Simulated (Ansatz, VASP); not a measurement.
## TiCo3 in VASP and in Ansatz

File INCAR:

```
SYSTEM = TiCo3
PREC = Accurate ; ENCUT = 520
EDIFF = 1E-6 ; ISMEAR = 0
SIGMA = 0.1 ; LREAL = .False.
LASPH = .True. ; NELM = 150
ALGO = Normal ; ISIF = 2
LWAVE = .False. ; LCHARG = .False.
ISPIN = 2 ; MAGMOM = 0 0.3 0.3 0.3
LORBIT = 11 ; LMAXMIX = 4
GGA = PS ; NBANDS = 32
```

File KPOINTS:

```
regular mesh
0
Gamma
  12 12 12
  0 0 0
```

The input POSCAR:

```
TiCo3
1.0
    3.4927490176      0.0000000000      0.0000000000
    0.0000000000      3.4927490176      0.0000000000
    0.0000000000      0.0000000000      3.4927490176
Ti Co
1 3
Direct
    0.0000000000      0.0000000000      0.0000000000
    0.0000000000      0.5000000000      0.5000000000
    0.5000000000      0.0000000000      0.5000000000
    0.5000000000      0.5000000000      0.0000000000
```

Input for Ansatz:

```yaml
crystal:
  lattice:
    - [3.4927490176, 0.0, 0.0]
    - [0.0, 3.4927490176, 0.0]
    - [0.0, 0.0, 3.4927490176]
  atoms:
    - { symbol: Ti, position: [0.0, 0.0, 0.0] }
    - { symbol: Co, position: [0.0, 0.5, 0.5], spin: 0.3 }
    - { symbol: Co, position: [0.5, 0.0, 0.5], spin: 0.3 }
    - { symbol: Co, position: [0.5, 0.5, 0.0], spin: 0.3 }
basis:
  ecutwfc: 420
kpoints:
  mp_grid: { grid: [12, 12, 12] }
hamiltonian:
  xc: pbesol
scf:
  occupations: { method: gaussian, width: 0.1 }
output:
  forces: true
  stress: true
  eigenvalues: true
  populations: true
magnetization:
  spin_polarized: true
```

Alike in both runs: task single point; functional PBEsol; k mesh 12 × 12 × 12; occupations gaussian, width 0.1 eV; collinear spin.

```csv
,VASP,Ansatz
version,VASP 6.6.1,Ansatz 0.2.0
potentials or method,"VASP PAW PBE potentials, release 64 (Ti_sv, Co), cutoff 520 eV","scalar-relativistic, plane waves, PAW"
valence electrons in the cell,39,63
```

|  | VASP | Ansatz | Ansatz less VASP |
| --- | --- | --- | --- |
| gap on the k mesh at the Fermi level (eV) | none | none | - |
| pressure (GPa) | 6.8 | 7.6 | +0.87 |
| net moment per atom (μB) | 0.12 | 0.13 | +0.007 |
| size of the moment on the site where the two differ most (μB) | 0.18 | 0.19 | +0.015 |

VASP's potentials were made for PBE, not for PBEsol. Site moments also hang on the region over which each program counts them. A gap of «none» marks a metal or a gap that the smearing closes. VASP's potentials hold 39 valence electrons a cell and Ansatz's 63, so a difference there can come from the potentials and not from the codes.
